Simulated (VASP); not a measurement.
Here is a VASP 6.6.1 calculation.

The input INCAR:

```
  PREC = Accurate
  ENCUT = 520
  EDIFF = 1E-7
  ISMEAR = -1
  SIGMA = 0.05
  LREAL = F
  LASPH = T
  NELM = 60
  ALGO = Normal
  ISIF = 2
  LWAVE = F
  LCHARG = F
  GGA = PE
  NBANDS = 17
```

File KPOINTS:

```
regular mesh
0
Gamma
  7 7 7
```

POSCAR

```
SnTe
1.0
    0.0000000000      2.8510380680      2.8510380680
    2.8510380680      0.0000000000      2.8510380680
    2.8510380680      2.8510380680      0.0000000000
Te Sn
1 1
Direct
    0.5000000000      0.5000000000      0.5000000000
    0.0000000000      0.0000000000      0.0000000000
```

Potentials or basis: VASP PAW PBE potentials, release 64 (Te, Sn_d).

Command:

```sh
$ cat potpaw_PBE.64/Te/POTCAR potpaw_PBE.64/Sn_d/POTCAR > POTCAR
$ mpirun -np 1 vasp_std > vasp.out
```

Q: Predict the pressure.

A: 30.0 GPa.
